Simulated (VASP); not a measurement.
## ZnS: single point with PBE

The system is ZnS.

```
S Zn
1.0
     0.00000    2.40778    2.40778
     2.40778    0.00000    2.40778
     2.40778    2.40778    0.00000
S Zn
1 1
Cartesian
  0.0000 0.0000 0.0000
  2.4078 2.4078 2.4078
```

This cell differs from its parent crystal: volume scaled by 0.840.

```json
{
 "Program": "VASP 6.6.1",
 "Task": "single point",
 "Functional": "PBE",
 "Potentials or basis": "VASP PAW PBE potentials, release 64 (S, Zn)",
 "Cutoff": "520 eV",
 "k mesh": "12 × 12 × 12",
 "Occupations": "gaussian, width 0.05 eV",
 "Spin": "no spin polarisation",
 "Dipole correction": "no",
 "Further INCAR settings": "ALGO = Normal; EDIFF = 1e-06; NBANDS = 16"
}
```

```
Pressure               : 22.6 GPa
Band gap on the k mesh : zero (band 9 reaches 5.81 eV, above the bottom of band 10 at 5.48 eV)
```

Levels at points of the mesh, in eV from the Fermi level:
```
           k point  band 5  band 6  band 7  band 8  band 9  band 10  band 11  band 12  band 13  band 14
(0.00, 0.00, 0.00)   -6.80   -6.80   -0.87   -0.87   -0.87     3.13     8.91     8.91     8.91    12.42
(0.50, 0.00, 0.00)   -6.54   -6.54   -5.86   -0.10   -0.10     3.79     5.32     5.32     8.97    14.31
(0.50, 0.50, 0.00)   -6.47   -6.47   -5.82   -3.29   -3.29    -0.37     4.92    13.42    13.87    13.87
```

Wall time 45 s on 1 thread of Intel(R) Xeon(R) Platinum 8259CL CPU @ 2.50GHz (Skylake/Cascade Lake), with other jobs on the host, peak memory 0.17 GiB.
